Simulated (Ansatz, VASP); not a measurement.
# One calculation of Cl, two programs

```
Cl
1.0
     2.32588   -4.24569    0.00000
     2.32588    4.24569    0.00000
     0.00000    0.00000    7.91433
Cl
5
Cartesian
  1.1629 -2.1228 2.4053
  1.1629 2.1228 5.5090
  1.1629 2.1228 2.4053
  1.1629 -2.1228 5.5090
  0.0000 0.0000 0.0000
```

Alike in both runs: functional PBE; k mesh 10 × 10 × 6; occupations gaussian, width 0.1 eV; no spin polarisation.

Ansatz relaxed the structure, and its values are those at the end. VASP's run is a single point on that final structure, the one shown.

|  | VASP | Ansatz |
| --- | --- | --- |
| version | VASP 6.6.1 | Ansatz 0.2.0 |
| potentials or method | VASP PAW PBE potentials, release 64 (Cl), cutoff 520 eV | scalar-relativistic, plane waves, PAW |
| valence electrons in the cell | 35 | 35 |

Ansatz gave:

- gap on the k mesh at the Fermi level (eV): none
- pressure (GPa): 0.0

Question: Which values does VASP return?

Answer: gap on the k mesh at the Fermi level (eV): none; pressure (GPa): -0.1.

A gap of «none» marks a metal or a gap that the smearing closes. The functional is the same, so the differences come from potentials, cutoffs and numerics.
